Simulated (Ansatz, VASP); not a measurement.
# One calculation of Na, two programs

```
Na
1.0
     0.00000   -3.72714    0.00000
    -3.72714    0.00000    0.00000
     0.00000    0.00000   -5.22418
Na
2
Cartesian
  -2.4756 -1.8636 -2.7174
  0.6120 0.0000 0.1053
```

Change from the starting cell: mode 4 frozen in at -0.612 Å and mode 6 at -0.105 Å (largest displacements).

Alike in both runs: task single point; functional PBEsol; k mesh 12 × 12 × 10; occupations gaussian, width 0.15 eV; no spin polarisation.

```csv
,VASP,Ansatz
version,VASP 6.6.1,Ansatz 0.2.0
potentials or method,"VASP PAW PBE potentials, release 64 (Na_pv), cutoff 520 eV","scalar-relativistic, plane waves, PAW"
valence electrons in the cell,14,18
```

Ansatz gave:

```
gap on the k mesh at the Fermi level (eV)                     : none
pressure (GPa)                                                : 0.7
traceless stress, the component that is largest in VASP (GPa) : -1.95
rms of the force components (eV/Å)                            : 0.210
```

Task: Estimate VASP's values.

Result: gap on the k mesh at the Fermi level (eV): none; pressure (GPa): 0.7; traceless stress, the component that is largest in VASP (GPa): -1.96; rms of the force components (eV/Å): 0.210.

VASP's potentials were made for PBE, not for PBEsol. Atom by atom the forces differ by 0.000 eV/Å (rms over components). A gap of «none» marks a metal or a gap that the smearing closes. VASP's potentials hold 14 valence electrons a cell and Ansatz's 18, so a difference there can come from the potentials and not from the codes.
